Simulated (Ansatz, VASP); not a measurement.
One calculation of P2C2O, two programs

```xyz
5
Lattice="-1.8357 1.8357 3.1075 1.8357 -1.8357 3.1075 1.8357 1.8357 -3.1075" Properties=species:S:1:pos:R:3 pbc="T T T"
P     0.0000    1.8357    1.5537
P     1.8357    0.0000    1.5537
C     0.0000    0.0000    2.3589
C     0.0000    0.0000    3.8561
O     0.0000    0.0000    0.0000
```

Change from the starting cell: species swapped into the YSi2Ir2 type (I4/mmm, No. 139).

Alike in both runs: functional PBE; dispersion D3(BJ); k mesh 14 × 14 × 14; occupations gaussian, width 0.1 eV; no spin polarisation.

Ansatz relaxed the structure, and its values are those at the end. VASP's run is a single point on that final structure, the one shown.

|  | VASP | Ansatz |
| --- | --- | --- |
| version | VASP 6.6.1 | Ansatz 0.2.0 |
| potentials or method | VASP PAW PBE potentials, release 64 (P, C, O), cutoff 520 eV | scalar-relativistic, plane waves, PAW |
| valence electrons in the cell | 24 | 24 |

Ansatz gave:

| Property | Result |
| --- | --- |
| gap on the k mesh at the Fermi level (eV) | none |
| pressure (GPa) | 0.0 |
| rms of the force components (eV/Å) | 0.002 |

**Question.** Which values does VASP return?

**Answer.** gap on the k mesh at the Fermi level (eV): none; pressure (GPa): -0.3; rms of the force components (eV/Å): 0.019.

A gap of «none» marks a metal or a gap that the smearing closes.
